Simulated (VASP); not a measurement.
# SiC (P6_3mc) in VASP: notebook

Aim: see how the results for SiC move with the level of theory and the settings. Levels: PBE, r2SCAN. Tasks: electric field gradients.

Program: VASP 6.6.1. These are calculated values, not measurements. Logs are shortened: lines on timing, memory, paths and dates and some standing lists are left out, and cuts for length are marked.

## Step 1: The cell of the first run

It takes space group P6_3mc (No. 186, hexagonal). Conventional cell: a = 3.077 Å, b = 3.077 Å, c = 20.126 Å, α = 90.00°, β = 90.00°, γ = 120.00°. Within 2.5 Å of Si (site symmetry 3m) lie 4 C at 1.88 to 1.89 Å. Within 2.5 Å of Si (site symmetry 3m) lie 4 C at 1.88 to 1.89 Å. Si (site symmetry 3m) has 4 C at 1.88 to 1.89 Å within 2.5 Å. Si (site symmetry 3m) has 4 C at 1.89 Å within 2.5 Å. C (site symmetry 3m) has 4 Si at 1.88 to 1.89 Å within 2.5 Å. C (site symmetry 3m) has 4 Si at 1.89 Å within 2.5 Å. C (site symmetry 3m) has 4 Si at 1.88 to 1.89 Å within 2.5 Å. Within 2.5 Å of C (site symmetry 3m) lie 4 Si at 1.88 to 1.89 Å.

## Step 2: Electric field gradients, PBE

The input, INCAR:

```
PREC = Accurate
ENCUT = 520
EDIFF = 1E-8
ISMEAR = -1
SIGMA = 0.02
LREAL = Auto
LASPH = True
NELM = 80
ALGO = Normal
ISIF = 2
LWAVE = False
LCHARG = False
GGA = PE
LEFG = True
NBANDS = 46
```

The input, KPOINTS:

```
regular mesh
0
Gamma
  10 10 2
```

The input, POSCAR:

```
SiC
1.0
    3.0771837018      0.0000000000      0.0000000000
   -1.5385918509      2.6649192579      0.0000000000
    0.0000000000      0.0000000000     20.1256313500
Si C
8 8
Direct
    0.3333333333      0.6666666667      0.8751989200
    0.3333333333      0.6666666667      0.6249876700
    0.0000000000      0.0000000000      0.0000875800
    0.6666666667      0.3333333333      0.7501047200
    0.6666666667      0.3333333333      0.3751989200
    0.3333333333      0.6666666667      0.2501047200
    0.0000000000      0.0000000000      0.5000875800
    0.6666666667      0.3333333333      0.1249876700
    0.3333333333      0.6666666667      0.3441316400
    0.6666666667      0.3333333333      0.2187168400
    0.6666666667      0.3333333333      0.8441316400
    0.0000000000      0.0000000000      0.5938484600
    0.3333333333      0.6666666667      0.9689261800
    0.0000000000      0.0000000000      0.0938484600
    0.3333333333      0.6666666667      0.7187168400
    0.6666666667      0.3333333333      0.4689261800
```

Potentials or basis: VASP PAW PBE potentials, release 64 (Si, C).

Started as:

```sh
$ cat potpaw_PBE.64/Si/POTCAR potpaw_PBE.64/C/POTCAR > POTCAR
$ mpirun -np 1 vasp_std > vasp.out
```

OUTCAR:

```text
PREC = Accurate
   ENCUT = 520
   EDIFF = 1E-8
   ISMEAR = -1
   LREAL = Auto
   LASPH = True
   NELM = 80
   ISIF = 2
   GGA = PE

 ion  position               nearest neighbor table
   1  0.333  0.667  0.875-  11 1.88  11 1.88  11 1.88  13 1.89   3 3.08   3 3.08   3 3.08   4 3.08
                             4 3.08   4 3.08
   2  0.333  0.667  0.625-  12 1.88  12 1.88  12 1.88  15 1.89   7 3.08   7 3.08   7 3.08   4 3.08
                             4 3.08   4 3.08
   3  0.000  0.000  0.000-  13 1.88  13 1.88  13 1.88  14 1.89   1 3.08   1 3.08   1 3.08   8 3.08
                             8 3.08   8 3.08
   4  0.667  0.333  0.750-  15 1.89  15 1.89  15 1.89  11 1.89   1 3.08   1 3.08   1 3.08   2 3.08
                             2 3.08   2 3.08
   5  0.667  0.333  0.375-   9 1.88   9 1.88   9 1.88  16 1.89   7 3.08   7 3.08   7 3.08   6 3.08
                             6 3.08   6 3.08
   6  0.333  0.667  0.250-  10 1.89  10 1.89  10 1.89   9 1.89   5 3.08   5 3.08   5 3.08   8 3.08
                             8 3.08   8 3.08
   7  0.000  0.000  0.500-  16 1.88  16 1.88  16 1.88  12 1.89   5 3.08   5 3.08   5 3.08   2 3.08
                             2 3.08   2 3.08
   8  0.667  0.333  0.125-  14 1.88  14 1.88  14 1.88  10 1.89   3 3.08   3 3.08   3 3.08   6 3.08
                             6 3.08   6 3.08
   9  0.333  0.667  0.344-   5 1.88   5 1.88   5 1.88   6 1.89
  10  0.667  0.333  0.219-   6 1.89   6 1.89   6 1.89   8 1.89
  11  0.667  0.333  0.844-   1 1.88   1 1.88   1 1.88   4 1.89
  12  0.000  0.000  0.594-   2 1.88   2 1.88   2 1.88   7 1.89
  13  0.333  0.667  0.969-   3 1.88   3 1.88   3 1.88   1 1.89
  14  0.000  0.000  0.094-   8 1.88   8 1.88   8 1.88   3 1.89
  15  0.333  0.667  0.719-   4 1.89   4 1.89   4 1.89   2 1.89
  16  0.667  0.333  0.469-   7 1.88   7 1.88   7 1.88   5 1.89

  LATTYP: Found a hexagonal cell.
 ALAT       =     3.0771837018
 C/A-ratio  =     6.5402762072

  Lattice vectors:

 A1 = (   3.0771837018,   0.0000000000,   0.0000000000)
 A2 = (  -1.5385918509,   2.6649192579,   0.0000000000)
 A3 = (   0.0000000000,   0.0000000000,  20.1256313500)

Analysis of symmetry for initial positions (statically):
=====================================================================
 Subroutine PRICEL returns:
 Original cell was already a primitive cell.

 Routine SETGRP: Setting up the symmetry group for a
 hexagonal supercell.

 Subroutine GETGRP returns: Found 12 space group operations
 (whereof  6 operations were pure point group operations)
 out of a pool of 24 trial point group operations.

The static configuration has the point symmetry C_3v.
 The point group associated with its full space group is C_6v.

Analysis of symmetry for dynamics (positions and initial velocities):
=====================================================================
 Subroutine PRICEL returns:
 Original cell was already a primitive cell.

 Routine SETGRP: Setting up the symmetry group for a
 hexagonal supercell.

 Subroutine GETGRP returns: Found 12 space group operations
 (whereof  6 operations were pure point group operations)
 out of a pool of 24 trial point group operations.

The dynamic configuration has the point symmetry C_3v.
 The point group associated with its full space group is C_6v.

 Subroutine INISYM returns: Found 12 space group operations
 (whereof  6 operations are pure point group operations),
 and found     1 'primitive' translations

----------------------------------------------------------------------------------------

                                     Primitive cell

  volume of cell :     165.0392

  direct lattice vectors                    reciprocal lattice vectors
     3.077183702  0.000000000  0.000000000     0.324972474  0.187622945  0.000000000
    -1.538591851  2.664919258  0.000000000     0.000000000  0.375245890  0.000000000
     0.000000000  0.000000000 20.125631350     0.000000000  0.000000000  0.049687882

  length of vectors
     3.077183702  3.077183702 20.125631350     0.375245890  0.375245890  0.049687882

  position of ions in fractional coordinates (direct lattice)
     0.333333333  0.666666667  0.875198920
     0.333333333  0.666666667  0.624987670
     0.000000000  0.000000000  0.000087580
     0.666666667  0.333333333  0.750104720
[... 116 lines left out ...]
   EMIN   =  10.00;   EMAX   =-10.00  energy-range for DOS
   EFERMI =   0.00;   METHOD = LEGACY
   ISMEAR =    -1;   SIGMA  =   0.02  broadening in eV -4-tet -1-fermi 0-gaus
   EFERMI_NEDOS =   21; number of points for ismear=-14 and -15
   IALGO  =     38    algorithm
   IMIX   =      4    mixing-type and parameters
     AMIX     =   0.40;   BMIX     =  1.00
     AMIX_MAG =   1.60;   BMIX_MAG =  1.00
  volume/ion in A,a.u.               =      10.31        69.61
  Fermi-wavevector in a.u.,A,eV,Ry     =   1.193821  2.255994 19.391135  1.425208
  Thomas-Fermi vector in A             =   2.329826
   LORBIT       =      0    0 simple, 1 ext, 2 COOP (PROOUT), +10 PAW based schemes
   GGA     = PE    functional components
   LHFCALC =     F    Hartree Fock is set to
   AEXX    =    0.0000 exact exchange contribution
   IVDW    =     0    specifies the selected vdW correction
   LEPSILON=     F    determine dielectric tensor
   LRPA    =     F    only Hartree local field effects (RPA)
 non-spin polarized calculation
  energy-cutoff  :      520.00
  volume of cell :      165.04
 maximum number of plane-waves:      4484
 NGX is ok and might be reduce to    24
   NGX = 11   NGY = 11   NGZ = 75

 number of electron      63.9999998 magnetization

 Free energy of the ion-electron system (eV)
  ---------------------------------------------------
  ext. energy  EPLUGINS =         0.00000000
  ---------------------------------------------------
  free energy    TOTEN  =      -120.46749940 eV

  energy without entropy =     -120.46749940  energy(sigma->0) =     -120.46749940

 E-fermi :   8.5760     XC(G=0): -11.3680

 val. band max:        8.1763804225   @ k =   0.0000   0.0000   0.0000
 cond. band min:       9.9441571561   @ k =   0.5000   0.0000   0.0000
 fundamental gap:      1.7677767336
 Fermi energy:         8.5760378115

 k-point     1 :       0.0000    0.0000    0.0000
  band No.  band energies     occupation
      1      -7.2922      2.00000
      2      -7.0046      2.00000
      3      -6.9684      2.00000
      4      -6.1028      2.00000
      5      -6.0840      2.00000
      6      -4.7504      2.00000
[... 1117 lines left out ...]
     43      14.7435      0.00000
     44      14.7435      0.00000

 [... further k-points ...]

 [bands above 44 left out]

------------------------ aborting loop because EDIFF is reached ----------------------------------------

  FORCE on cell =-STRESS in cart. coord.  units (eV):
  Direction    XX          YY          ZZ          XY          YZ          ZX
  --------------------------------------------------------------------------------------
  -------------------------------------------------------------------------------------
  Total        4.0070203      4.0070203      3.9151497      0.0000000      0.0000000     -0.0000000
  in kB       38.8996001     38.8996001     38.0077326      0.0000000      0.0000000     -0.0000000
  external PRESSURE =      38.6023109 kB  Pullay stress =       0.0000000 kB

 VOLUME and BASIS-vectors are now :
 -----------------------------------------------------------------------------
  energy-cutoff  :      520.00
  volume of cell :      165.04
      direct lattice vectors                 reciprocal lattice vectors
     3.077183702  0.000000000  0.000000000     0.324972474  0.187622945  0.000000000
    -1.538591851  2.664919258  0.000000000     0.000000000  0.375245890  0.000000000
     0.000000000  0.000000000 20.125631350     0.000000000  0.000000000  0.049687882

 POSITION                                       TOTAL-FORCE (eV/Angst)
 -----------------------------------------------------------------------------------
     -0.00000      1.77661     17.61393        -0.000000      0.000000     -0.004183
     -0.00000      1.77661     12.57827         0.000000      0.000000     -0.005066
      0.00000      0.00000      0.00176        -0.000000      0.000000      0.002282
      1.53859      0.88831     15.09633        -0.000000      0.000000      0.000734
      1.53859      0.88831      7.55112         0.000000     -0.000000     -0.004183
     -0.00000      1.77661      5.03352         0.000000     -0.000000      0.000734
[... 8 lines left out ...]
     -0.00000      1.77661     14.46463        -0.000000     -0.000000      0.017216
      1.53859      0.88831      9.43744         0.000000      0.000000      0.001282
 -----------------------------------------------------------------------------------
    total drift:                                0.000000      0.000000      0.038345

  FREE ENERGIE OF THE ION-ELECTRON SYSTEM (eV)
  ---------------------------------------------------
  free  energy   TOTEN  =      -120.4674993962 eV

  energy  without entropy=     -120.4674993962  energy(sigma->0) =     -120.46749940

 Electric field gradients (V/A^2)
---------------------------------------------------------------------
 ion       V_xx      V_yy      V_zz      V_xy      V_xz      V_yz
---------------------------------------------------------------------
   1      -1.021    -1.022     2.043    -0.000    -0.000     0.000
   2      -0.821    -0.821     1.641    -0.000    -0.000     0.000
   3      -0.600    -0.600     1.200    -0.000     0.000    -0.000
   4       0.424     0.424    -0.848    -0.000     0.000    -0.000
   5      -1.021    -1.022     2.043    -0.000     0.000    -0.000
   6       0.424     0.424    -0.848    -0.000    -0.000     0.000
[... 8 lines left out ...]
  15      -0.245    -0.245     0.490    -0.000     0.000    -0.000
  16      -0.063    -0.063     0.125    -0.000     0.000    -0.000
---------------------------------------------------------------------

 Electric field gradients after diagonalization (V/A^2)
 (convention: |V_zz| > |V_xx| > |V_yy|)
----------------------------------------------------------------------
 ion       V_xx      V_yy      V_zz     asymmetry (V_yy - V_xx)/ V_zz
----------------------------------------------------------------------
   1      -1.022    -1.021     2.043       0.000
   2      -0.821    -0.821     1.641       0.000
   3      -0.600    -0.600     1.200       0.000
   4       0.424     0.424    -0.848       0.000
   5      -1.022    -1.021     2.043       0.000
   6       0.424     0.424    -0.848       0.000
[... 8 lines left out ...]
  15      -0.245    -0.245     0.490       0.001
  16      -0.063    -0.062     0.125       0.003
----------------------------------------------------------------------

           NMR quadrupolar parameters

 Cq : quadrupolar parameter    Cq=e*Q*V_zz/h
 eta: asymmetry parameters     (V_yy - V_xx)/ V_zz
 Q  : nuclear electric quadrupole moment in mb (millibarn)
----------------------------------------------------------------------
 ion       Cq(MHz)       eta       Q (mb)
----------------------------------------------------------------------
   1       0.005       0.000       1.000
   2       0.004       0.000       1.000
   3       0.003       0.000       1.000
   4      -0.002       0.000       1.000
   5       0.005       0.000       1.000
   6      -0.002       0.000       1.000
[... 8 lines left out ...]
  15       0.001       0.001       1.000
  16       0.000       0.003       1.000
----------------------------------------------------------------------
```

Wall time 5.4 min (1 thread of Intel Xeon Platinum 8488C (Sapphire Rapids), shared host); peak memory 0.34 GiB.

What came out:

| Quantity | Value |
| --- | --- |
| Free energy | -120.4675 eV |
| Pressure | 3.9 GPa |
| Largest force | 0.017 eV/Å |
| Band gap on the k mesh | 1.77 eV (least direct gap 2.86 eV) |
| Largest electric field gradient by atom | Si +2.0, +1.6, +1.2, -0.8 (each value once); C +2.2, +0.5, +0.1 (each value once) V/Å² |

Forces on the atoms (eV/Å):
```
Si   0.000  0.000 -0.004
Si   0.000  0.000 -0.005
Si   0.000  0.000  0.002
Si   0.000  0.000  0.001
Si   0.000  0.000 -0.004
Si   0.000  0.000  0.001
Si   0.000  0.000  0.002
Si   0.000  0.000 -0.005
C    0.000  0.000 -0.015
C    0.000  0.000  0.017
C    0.000  0.000 -0.015
C    0.000  0.000  0.003
C    0.000  0.000  0.001
C    0.000  0.000  0.003
C    0.000  0.000  0.017
C    0.000  0.000  0.001
```

Electric field gradients, principal values (V/Å²):
```tsv
atom	least	middle	greatest (by size)
1 Si	-1.021	-1.022	2.043
2 Si	-0.821	-0.821	1.641
3 Si	-0.600	-0.600	1.200
4 Si	0.424	0.424	-0.848
5 Si	-1.021	-1.022	2.043
6 Si	0.424	0.424	-0.848
7 Si	-0.600	-0.600	1.200
8 Si	-0.821	-0.821	1.641
9 C	-1.087	-1.087	2.174
10 C	-0.245	-0.245	0.490
11 C	-1.087	-1.087	2.174
12 C	-0.059	-0.059	0.117
13 C	-0.062	-0.063	0.125
14 C	-0.059	-0.059	0.117
15 C	-0.245	-0.245	0.490
16 C	-0.062	-0.063	0.125
```

Caveat: the cell stands under pressure; without QUAD_EFG the Cq values of the log hold for a quadrupole moment of 1 mb, not for the nuclei.

[end of part 1 of 2]
